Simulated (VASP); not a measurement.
The system is CdSe.

```
CELL_PARAMETERS angstrom
3.78915 0.00000 0.00000
0.00000 4.27707 0.00000
0.00000 0.00000 9.88224
ATOMIC_POSITIONS crystal
Cd 0.50000 0.50000 0.17805
Cd 0.50000 0.50000 0.82195
Cd 0.00000 0.00000 0.50000
Se 0.50000 0.00000 0.32195
Se 0.00000 0.50000 0.00000
Se 0.50000 0.00000 0.67805
```

| Property | Result |
| --- | --- |
| Program | VASP 6.6.1 |
| Task | relaxation of cell and atoms |
| Functional | PBE |
| Potentials or basis | VASP PAW PBE potentials, release 64 (Cd, Se) |
| Cutoff | 600 eV |
| k mesh | 4 × 4 × 2 |
| Occupations | gaussian, width 0.1 eV |
| Spin | no spin polarisation |

At the start: pressure 9.3 GPa; volume 26.69 Å³/atom.

How do energy, volume and symmetry change on relaxing?

Over 9 steps the energy falls by 123.3 meV/atom and the volume is 31.05 Å³/atom (+16.3 %); space group Pmmm (No. 47, to 0.05 Å).

Step by step:
```tsv
step	energy change (eV)	largest force (eV/Å)	pressure (GPa)	volume (Å³)
1	0.0000	0.4220	9.33	160.16
2	-0.5737	0.5138	-2.48	198.81
3	-0.7003	0.4417	0.16	185.21
4	-0.7003	0.4459	0.03	185.74
5	-0.7234	0.2377	-0.11	186.76
6	-0.7297	0.0923	-0.22	187.68
7	-0.7368	0.0562	-0.06	186.68
8	-0.7388	0.0420	0.09	185.79
9	-0.7398	0.0377	-0.06	186.27
```

Final structure:
```xyz
6
Lattice="4.1148 0.0000 0.0000 0.0000 4.3857 0.0000 0.0000 0.0000 10.3220" Properties=species:S:1:pos:R:3 pbc="T T T"
Cd    2.0574    2.1929    1.7741
Cd    2.0574    2.1929    8.5479
Cd    0.0000    0.0000    5.1610
Se    2.0574    0.0000    3.3236
Se    0.0000    2.1929   10.3220
Se    2.0574    0.0000    6.9984
```

Caveat: the k points lie up to 0.38 Å⁻¹ apart in the final cell; the volume moved by over 15 % at a fixed basis, so the end points are rough.
